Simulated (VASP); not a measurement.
Input of a VASP 6.6.1 run:

File INCAR:

```
PREC = Accurate
ENCUT = 500
EDIFF = 1E-7
ISMEAR = -1
SIGMA = 0.1
LREAL = F
LASPH = T
NELM = 120
ALGO = Normal
ISIF = 3
LWAVE = F
LCHARG = F
GGA = PE
IBRION = 2
NSW = 60
EDIFFG = -0.01
GGA_COMPAT = F
NELMIN = 4
```

File KPOINTS:

```
Automatic mesh
0
Gamma
  5 5 5
```

Contents of POSCAR:

```
Na2Ag
1.0
    4.3739770000      0.0000000000      0.0000000000
   -2.1869880000      3.7879790000      0.0000000000
    0.0000000000      0.0000000000      3.8315070000
Na Ag
2 1
Direct
    0.3333000000      0.6667000000      0.5000000000
    0.6666000000      0.3333000000      0.5000000000
    0.0000000000      0.0000000000      0.0000000000
```

Potentials or basis: VASP PAW PBE potentials, release 64 (Na_pv, Ag).

Launch:

```console
$ cat potpaw_PBE.64/Na_pv/POTCAR potpaw_PBE.64/Ag/POTCAR > POTCAR
$ mpirun -np 1 vasp_std > vasp.out
```

Question: Estimate the relaxed cell.

Answer: a = 5.166 Å, b = 5.166 Å, c = 3.112 Å, α = 90.00°, β = 90.00°, γ = 120.00°.

Question: Predict the relaxed volume.

Answer: 23.97 Å³/atom.

Final structure:
```
CELL_PARAMETERS angstrom
5.16565 0.00000 0.00000
-2.58282 4.47383 0.00000
0.00000 0.00000 3.11181
ATOMIC_POSITIONS crystal
Na 0.33330 0.66667 0.50000
Na 0.66662 0.33333 0.50000
Ag 0.99998 0.00000 0.00000
```

Caveat: a cell axis changed by over 15 % at a fixed basis, so the end point is rough.
